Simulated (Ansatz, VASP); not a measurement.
Ga in VASP and in Ansatz

```xyz
2
Lattice="1.4784 -4.1447 0.0000 1.4784 4.1447 0.0000 0.0000 0.0000 3.2322" Properties=species:S:1:pos:R:3 pbc="T T T"
Ga    1.4784   -3.0422    0.8080
Ga    1.4784    3.0422    2.4241
```

Change from the starting cell: volume scaled by 1.06.

Alike in both runs: task single point; functional LDA; k mesh 12 × 12 × 10; occupations fermi-dirac, width 0.08 eV; no spin polarisation.

|  | VASP | Ansatz |
| --- | --- | --- |
| version | VASP 6.6.1 | Ansatz 0.2.0 |
| potentials or method | VASP PAW LDA potentials, release 64 (Ga_d), cutoff 520 eV | all-electron LAPW, scalar-relativistic |

Ansatz gave:

```
pressure (GPa)                                                : -6.0
traceless stress, the component that is largest in VASP (GPa) : -1.59
rms of the force components (eV/Å)                            : 0.084
```

Problem. Which values does VASP return?

Solution. Pressure (GPa): -6.0; traceless stress, the component that is largest in VASP (GPa): -1.59; rms of the force components (eV/Å): 0.086.

LDA's correlation is that of Perdew and Zunger in VASP and of Perdew and Wang (1992) in Ansatz. Atom by atom the forces differ by 0.002 eV/Å (rms over components). Ansatz ran all-electron here, and VASP with PAW potentials.
